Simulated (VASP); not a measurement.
Write the native input for VASP 6.6.1 that does the following.

```
Task                   : single point
Functional             : PBE
Potentials or basis    : VASP PAW PBE potentials, release 64 (Cr_pv)
Cutoff                 : 520 eV
k mesh                 : 22 × 22 × 22
Occupations            : gaussian, width 0.05 eV
Spin                   : no spin polarisation
Dipole correction      : no
Further INCAR settings : ALGO = Normal; EDIFF = 1e-07; NBANDS = 12
```

The structure of Cr lies in POSCAR:

```
Cr
1.0
   -1.4145522798      1.4145522798      1.4145522798
    1.4145522798     -1.4145522798      1.4145522798
    1.4145522798      1.4145522798     -1.4145522798
Cr
1
Direct
    0.0000000000      0.0000000000      0.0000000000
```

This cell differs from its parent crystal: volume scaled by 0.980.

These files were run (other wordings do the same):

INCAR

```
  ALGO = Normal
  EDIFF = 1E-7
  ENCUT = 520
  GGA = PE
  ISIF = 2
  ISMEAR = 0
  LASPH = T
  LCHARG = T
  LELF = T
  LREAL = F
  LVHAR = T
  LWAVE = F
  NBANDS = 12
  NELM = 80
  PREC = Accurate
  SIGMA = 0.05
```

KPOINTS

```
k-points
0
Gamma
  22 22 22
```

Potentials or basis: VASP PAW PBE potentials, release 64 (Cr_pv).

Command:

```sh
$ cat potpaw_PBE.64/Cr_pv/POTCAR > POTCAR
$ mpirun -np 1 vasp_std > vasp.out
```

Results of the run:

| Quantity | Value |
| --- | --- |
| Pressure | 4.9 GPa |
| Band gap on the k mesh | zero (band 6 reaches 13.77 eV, above the bottom of band 7 at 10.32 eV) |

Caveat: the run has no spin polarisation, though such a crystal can be magnetic.

Run time: 14 s on 1 thread of Intel(R) Xeon(R) 6975P-C (Granite Rapids) (shared host), peak memory 0.15 GiB.
